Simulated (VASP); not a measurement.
Input of a VASP 6.6.1 run:

The input INCAR:

```
SYSTEM = Ni
PREC = Accurate
ENCUT = 600
EDIFF = 1E-6
ISMEAR = -1
SIGMA = 0.08
LREAL = .FALSE.
LASPH = .TRUE.
NELM = 150
ALGO = Normal
ISIF = 3
LWAVE = .FALSE.
LCHARG = .FALSE.
ISPIN = 2
MAGMOM = 1.5
LORBIT = 11
LMAXMIX = 4
GGA = PE
IBRION = 2
NSW = 100
EDIFFG = -0.005
```

Contents of KPOINTS:

```
regular mesh
0
G
  18 18 18
  0 0 0
```

POSCAR

```
Ni
1.0
   -1.4062500000      1.4062500000      1.4062500000
    1.4062500000     -1.4062500000      1.4062500000
    1.4062500000      1.4062500000     -1.4062500000
Ni
1
Direct
    0.0000000000      0.0000000000      0.0000000000
```

Potentials or basis: VASP PAW PBE potentials, release 64 (Ni).

Command:

```sh
$ cat potpaw_PBE.64/Ni/POTCAR > POTCAR
$ mpirun -np 1 vasp_std > vasp.out
```

(1) What does it give for the relaxed cell?

(2) Estimate the relaxed volume.

(3) Estimate the site moments.

(4) What does it give for the space group after relaxing (to 0.1 Å)?

Answers

(1) a = 2.426 Å, b = 2.426 Å, c = 2.426 Å, α = 109.47°, β = 109.47°, γ = 109.47°.

(2) 10.99 Å³/atom.

(3) Ni +0.56 μB.

(4) Im-3m (No. 229).
